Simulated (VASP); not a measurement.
# SrCl2 (Fm-3m) in VASP: settings compared, part 2 of 3

VASP 6.6.1. The steps go on from the part before.

## Step 3: Single point, PBE

This run uses another cell than the first one, of 29.06 Å³/atom.

INCAR reads:

```
  ALGO = Normal
  EDIFF = 1E-6
  ENCUT = 520
  GGA = PE
  ISIF = 2
  ISMEAR = -1
  LASPH = T
  LCHARG = F
  LREAL = F
  LWAVE = F
  NBANDS = 19
  NELM = 80
  PREC = Accurate
  SIGMA = 0.05
```

KPOINTS reads:

```
k-points
0
Gamma
  7 7 7
```

POSCAR reads:

```
SrCl2
1.0
    0.0000000000      3.5192139745      3.5192139745
    3.5192139745      0.0000000000      3.5192139745
    3.5192139745      3.5192139745      0.0000000000
Sr Cl
1 2
Direct
    0.0000000000      0.0000000000      0.0000000000
    0.7500000000      0.7500000000      0.7500000000
    0.2500000000      0.2500000000      0.2500000000
```

Potentials or basis: VASP PAW PBE potentials, release 64 (Sr_sv, Cl).

Run with:

```sh
> cat potpaw_PBE.64/Sr_sv/POTCAR potpaw_PBE.64/Cl/POTCAR > POTCAR
> mpirun -np 1 vasp_std > vasp.out
```

OUTCAR:

```text
EDIFF = 1E-6
   ENCUT = 520
   GGA = PE
   ISIF = 2
   ISMEAR = -1
   LASPH = T
   LREAL = F
   NELM = 80
   PREC = Accurate

 ion  position               nearest neighbor table
   1  0.000  0.000  0.000-   2 3.05   2 3.05   2 3.05   2 3.05   3 3.05   3 3.05   3 3.05   3 3.05

   2  0.750  0.750  0.750-   1 3.05   1 3.05   1 3.05   1 3.05
   3  0.250  0.250  0.250-   1 3.05   1 3.05   1 3.05   1 3.05

  LATTYP: Found a face centered cubic cell.
 ALAT       =     7.0384279490

  Lattice vectors:

 A1 = (   0.0000000000,   3.5192139745,   3.5192139745)
 A2 = (   3.5192139745,   0.0000000000,   3.5192139745)
 A3 = (   3.5192139745,   3.5192139745,   0.0000000000)

Analysis of symmetry for initial positions (statically):
=====================================================================
 Subroutine PRICEL returns:
 Original cell was already a primitive cell.

 Routine SETGRP: Setting up the symmetry group for a
 face centered cubic supercell.

 Subroutine GETGRP returns: Found 48 space group operations
 (whereof 48 operations were pure point group operations)
 out of a pool of 48 trial point group operations.

The static configuration has the point symmetry O_h .

Analysis of symmetry for dynamics (positions and initial velocities):
=====================================================================
 Subroutine PRICEL returns:
 Original cell was already a primitive cell.

 Routine SETGRP: Setting up the symmetry group for a
 face centered cubic supercell.

 Subroutine GETGRP returns: Found 48 space group operations
 (whereof 48 operations were pure point group operations)
 out of a pool of 48 trial point group operations.

[... 109 lines left out ...]
   NUPDOWN=      -1.0000    fix difference up-down
   EMIN   =  10.00;   EMAX   =-10.00  energy-range for DOS
   EFERMI =   0.00;   METHOD = LEGACY
   ISMEAR =    -1;   SIGMA  =   0.05  broadening in eV -4-tet -1-fermi 0-gaus
   EFERMI_NEDOS =   21; number of points for ismear=-14 and -15
   IALGO  =     38    algorithm
   IMIX   =      4    mixing-type and parameters
     AMIX     =   0.40;   BMIX     =  1.00
     AMIX_MAG =   1.60;   BMIX_MAG =  1.00
  volume/ion in A,a.u.               =      29.06       196.08
  Fermi-wavevector in a.u.,A,eV,Ry     =   1.065016  2.012589 15.432539  1.134260
  Thomas-Fermi vector in A             =   2.200554
   LORBIT       =      0    0 simple, 1 ext, 2 COOP (PROOUT), +10 PAW based schemes
   GGA     = PE    functional components
   LHFCALC =     F    Hartree Fock is set to
   AEXX    =    0.0000 exact exchange contribution
   IVDW    =     0    specifies the selected vdW correction
   LEPSILON=     F    determine dielectric tensor
   LRPA    =     F    only Hartree local field effects (RPA)
 non-spin polarized calculation
  energy-cutoff  :      520.00
  volume of cell :       87.17
 maximum number of plane-waves:      2397
 NGX is ok and might be reduce to    40
   NGX = 19   NGY = 19   NGZ = 19

 number of electron      23.9999999 magnetization

 Free energy of the ion-electron system (eV)
  ---------------------------------------------------
  ext. energy  EPLUGINS =         0.00000000
  ---------------------------------------------------
  free energy    TOTEN  =       -12.79132108 eV

  energy without entropy =      -12.79132108  energy(sigma->0) =      -12.79132108

 E-fermi :   1.0408     XC(G=0):  -8.1697

 val. band max:       -0.0509430850   @ k =  -0.4286   0.4286   0.0000
 cond. band min:       5.2183567497   @ k =   0.0000   0.0000   0.0000
 fundamental gap:      5.2692998346
 Fermi energy:         1.0407669661

 k-point     1 :       0.0000    0.0000    0.0000
  band No.  band energies     occupation
      1     -32.9934      2.00000
      2     -14.9737      2.00000
      3     -14.9737      2.00000
      4     -14.9737      2.00000
      5     -13.2427      2.00000
      6     -12.4454      2.00000
[... 417 lines left out ...]
      6     -12.6241      2.00000
[... 11 lines left out ...]
     18       9.1563      0.00000
     19      10.3063      0.00000

------------------------ aborting loop because EDIFF is reached ----------------------------------------

  FORCE on cell =-STRESS in cart. coord.  units (eV):
  Direction    XX          YY          ZZ          XY          YZ          ZX
  --------------------------------------------------------------------------------------
  -------------------------------------------------------------------------------------
  Total        0.0613323      0.0613323      0.0613323      0.0000000      0.0000000      0.0000000
  in kB        1.1272830      1.1272830      1.1272830      0.0000000      0.0000000      0.0000000
  external PRESSURE =       1.1272830 kB  Pullay stress =       0.0000000 kB

 VOLUME and BASIS-vectors are now :
 -----------------------------------------------------------------------------
  energy-cutoff  :      520.00
  volume of cell :       87.17
      direct lattice vectors                 reciprocal lattice vectors
     0.000000000  3.519213974  3.519213974    -0.142077181  0.142077181  0.142077181
     3.519213974  0.000000000  3.519213974     0.142077181 -0.142077181  0.142077181
     3.519213974  3.519213974  0.000000000     0.142077181  0.142077181 -0.142077181

 POSITION                                       TOTAL-FORCE (eV/Angst)
 -----------------------------------------------------------------------------------
      0.00000      0.00000      0.00000         0.000000     -0.000000      0.000000
      5.27882      5.27882      5.27882        -0.000000      0.000000     -0.000000
      1.75961      1.75961      1.75961         0.000000      0.000000     -0.000000
 -----------------------------------------------------------------------------------
    total drift:                               -0.000000     -0.000000      0.000000

  FREE ENERGIE OF THE ION-ELECTRON SYSTEM (eV)
  ---------------------------------------------------
  free  energy   TOTEN  =       -12.7913210824 eV

  energy  without entropy=      -12.7913210823  energy(sigma->0) =      -12.79132108
```

OSZICAR:

```text
N       E                     dE             d eps       ncg     rms          rms(c)
DAV:   1     0.142794287383E+03    0.14279E+03   -0.11515E+04   760   0.114E+03
DAV:   2    -0.352424796519E+01   -0.14632E+03   -0.14322E+03  1007   0.223E+02
DAV:   3    -0.127597125164E+02   -0.92355E+01   -0.92037E+01   993   0.560E+01
DAV:   4    -0.130745245656E+02   -0.31481E+00   -0.31436E+00  1242   0.838E+00
DAV:   5    -0.130780278860E+02   -0.35033E-02   -0.35030E-02  1021   0.853E-01    0.122E+01
DAV:   6    -0.127725387858E+02    0.30549E+00   -0.61715E-01   880   0.437E+00    0.785E+00
DAV:   7    -0.127814510987E+02   -0.89123E-02   -0.35967E-01  1038   0.358E+00    0.219E+00
DAV:   8    -0.127888814399E+02   -0.74303E-02   -0.53478E-02   863   0.128E+00    0.401E-01
DAV:   9    -0.127898271315E+02   -0.94569E-03   -0.20977E-03   999   0.266E-01    0.144E-01
DAV:  10    -0.127912127066E+02   -0.13856E-02   -0.10106E-03   812   0.186E-01    0.377E-02
DAV:  11    -0.127912985013E+02   -0.85795E-04   -0.56330E-05  1000   0.426E-02    0.422E-02
DAV:  12    -0.127913198148E+02   -0.21313E-04   -0.23123E-05   819   0.245E-02    0.528E-03
DAV:  13    -0.127913210991E+02   -0.12843E-05   -0.14325E-06   934   0.677E-03    0.492E-03
DAV:  14    -0.127913210824E+02    0.16678E-07   -0.38744E-07   654   0.412E-03
   1 F= -.12791321E+02 E0= -.12791321E+02  d E =-.419414E-10
```

Run time: 19 s. Hardware: 1 thread of Intel Xeon 6975P-C (Granite Rapids), shared host; peak memory 0.24 GiB.

Results:

* Free energy: -12.7913 eV
* Pressure: 0.1 GPa
* Band gap on the k mesh: 5.27 eV (least direct gap 5.56 eV)

Caveat: an odd mesh through Γ misses points on the zone boundary, where band edges can lie.

## Step 4: Relaxation of cell and atoms, PBE

INCAR reads:

```
SYSTEM = SrCl2
PREC = Accurate ; ENCUT = 600
EDIFF = 1E-6 ; ISMEAR = -1
SIGMA = 0.05 ; LREAL = .FALSE.
LASPH = .TRUE. ; NELM = 60
ALGO = Normal ; ISIF = 3
LWAVE = .FALSE. ; LCHARG = .FALSE.
GGA = PE ; IBRION = 2
NSW = 60 ; EDIFFG = -0.01
```

KPOINTS reads:

```
Automatic mesh
0
G
  7 7 7
  0 0 0
```

POSCAR reads:

```
SrCl2
1.0
    0.0000000000      3.4883500000      3.4883500000
    3.4883500000      0.0000000000      3.4883500000
    3.4883500000      3.4883500000      0.0000000000
Sr Cl
1 2
Direct
    0.0000000000      0.0000000000      0.0000000000
    0.7500000000      0.7500000000      0.7500000000
    0.2500000000      0.2500000000      0.2500000000
```

Run with:

```sh
> cat potpaw_PBE.64/Sr_sv/POTCAR potpaw_PBE.64/Cl/POTCAR > POTCAR
> mpirun -np 1 vasp_std > vasp.out
```

Run time: 34 s. Hardware: 1 thread of Intel Xeon 6975P-C (Granite Rapids), shared host; peak memory 0.25 GiB.

Results (log left out):

```yaml
Free_energy: -12.7916 eV
Relaxed_volume: 29.18 Å³/atom
Relaxed_cell: a = 4.984 Å, b = 4.984 Å, c = 4.984 Å, α = 60.00°, β = 60.00°, γ = 60.00°
Space_group_after_relaxing_to_0.1_Å: Fm-3m (No. 225)
Energy_gained_by_relaxing: 3.0 meV/atom
Ionic_steps: 3
Pressure_after_relaxing: 0.0 GPa
Band_gap_on_the_k_mesh: 5.25 eV (least direct gap 5.54 eV)
```

Step by step:
```
step  energy change (eV)  largest force (eV/Å)  pressure (GPa)  volume (Å³)
   1              0.0000                0.0000            1.11        84.90
   2             -0.0090                0.0000            0.09        87.34
   3             -0.0090                0.0000            0.00        87.55
```

Final structure:
```
Sr Cl
1.0
     0.00000    3.52439    3.52439
     3.52439    0.00000    3.52439
     3.52439    3.52439    0.00000
Sr Cl
1 2
Direct
  0.00000 0.00000 0.00000
  0.75000 0.75000 0.75000
  0.25000 0.25000 0.25000
```

Levels at points of the mesh, in eV from the valence-band top:
```
           k point  band 10  band 11  band 12  band 13  band 14  band 15
(0.00, 0.00, 0.00)    -0.29    -0.29    -0.29     5.25     6.14     6.14
```

Caveat: an odd mesh through Γ misses points on the zone boundary, where band edges can lie.

## Step 5: Relaxation of cell and atoms, PBE+D3(BJ)

INCAR reads:

```
PREC = Accurate
ENCUT = 600
EDIFF = 1E-7
ISMEAR = -1
SIGMA = 0.05
LREAL = F
LASPH = T
NELM = 100
ALGO = Normal
ISIF = 3
LWAVE = F
LCHARG = F
GGA = PE
IVDW = 12
IBRION = 2
NSW = 60
EDIFFG = -0.01
```

KPOINTS reads:

```
regular mesh
0
Gamma
  7 7 7
```

POSCAR is that of step 4.

Run with:

```sh
> cat potpaw_PBE.64/Sr_sv/POTCAR potpaw_PBE.64/Cl/POTCAR > POTCAR
> mpirun -np 1 vasp_std > vasp.out
```

It took 26 s on 1 thread of Intel Xeon 6975P-C (Granite Rapids), shared host; peak memory 0.25 GiB.

The run converged. Its results:

```
Free energy                           : -13.4472 eV
Relaxed volume                        : 28.17 Å³/atom
Relaxed cell                          : a = 4.926 Å, b = 4.926 Å, c = 4.926 Å, α = 60.00°, β = 60.00°, γ = 60.00°
Space group after relaxing (to 0.1 Å) : Fm-3m (No. 225)
Energy gained by relaxing             : 0.1 meV/atom
Ionic steps                           : 2
Pressure after relaxing               : 0.0 GPa
Band gap on the k mesh                : 5.39 eV (least direct gap 5.70 eV)
Dispersion energy per atom            : -0.223 eV
```

Step by step:
| step | energy change (eV) | largest force (eV/Å) | pressure (GPa) | volume (Å³) |
| --- | --- | --- | --- | --- |
| 1 | 0.0000 | 0.0000 | -0.18 | 84.90 |
| 2 | -0.0002 | 0.0000 | -0.01 | 84.50 |

Final structure:
```cif
data_structure
_symmetry_space_group_name_H-M 'P 1'
_symmetry_Int_Tables_number 1
_cell_length_a 4.9256
_cell_length_b 4.9256
_cell_length_c 4.9256
_cell_angle_alpha 60.000
_cell_angle_beta 60.000
_cell_angle_gamma 60.000
_cell_volume 84.50
loop_
_atom_site_label
_atom_site_type_symbol
_atom_site_fract_x
_atom_site_fract_y
_atom_site_fract_z
_atom_site_occupancy
Sr1 Sr 0.00000 0.00000 0.00000 1
Cl1 Cl 0.75000 0.75000 0.75000 1
Cl2 Cl 0.25000 0.25000 0.25000 1
```

Levels at points of the mesh, in eV from the valence-band top:
| k point | band 10 | band 11 | band 12 | band 13 | band 14 | band 15 |
| --- | --- | --- | --- | --- | --- | --- |
| (0.00, 0.00, 0.00) | -0.30 | -0.30 | -0.30 | 5.39 | 6.13 | 6.13 |

Caveat: an odd mesh through Γ misses points on the zone boundary, where band edges can lie. A hybrid or GW would open this gap; PBE tends to underestimate it.

(Continued in part 3 of 3.)
